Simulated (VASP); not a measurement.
A run of VASP 6.6.1:

File INCAR:

```
  ALGO = Normal
  EDIFF = 1E-7
  ENCUT = 520
  GGA = RP
  ISIF = 2
  ISMEAR = -1
  LASPH = T
  LCHARG = F
  LREAL = F
  LWAVE = F
  NBANDS = 50
  NELM = 60
  PREC = Accurate
  SIGMA = 0.1
```

The input KPOINTS:

```
k-points
0
Gamma
  5 5 5
```

The input POSCAR:

```
Pd
1.0
    5.0674073165      0.0000000000      0.0000000000
    0.0000000000      5.0674073165      0.0000000000
    0.0000000000      0.0000000000      5.0674073165
Pd
8
Direct
    1.0000000000      0.0000000000      1.0000000000
    0.5000000000      0.5000000000      0.5000000000
    0.2500000000      0.0000000000      0.5000000000
    0.7500000000      0.0000000000      0.5000000000
    0.5000000000      0.2500000000      0.0000000000
    0.5000000000      0.7500000000      0.0000000000
    0.0000000000      0.5000000000      0.2500000000
    0.0000000000      0.5000000000      0.7500000000
```

Potentials or basis: VASP PAW PBE potentials, release 64 (Pd).

Command:

```bash
$ cat potpaw_PBE.64/Pd/POTCAR > POTCAR
$ mpirun -np 1 vasp_std > vasp.out
```

Hardware: 1 thread of Intel(R) Xeon(R) Platinum 8259CL CPU @ 2.50GHz (Skylake/Cascade Lake), on a shared host.

**Question.** Estimate the wall time of this run.

**Answer.** It took 59 s on 1 thread of Intel(R) Xeon(R) Platinum 8259CL CPU @ 2.50GHz (Skylake/Cascade Lake), on a shared host, peak memory 0.24 GiB. Counts: scf iterations 15, k points 10.
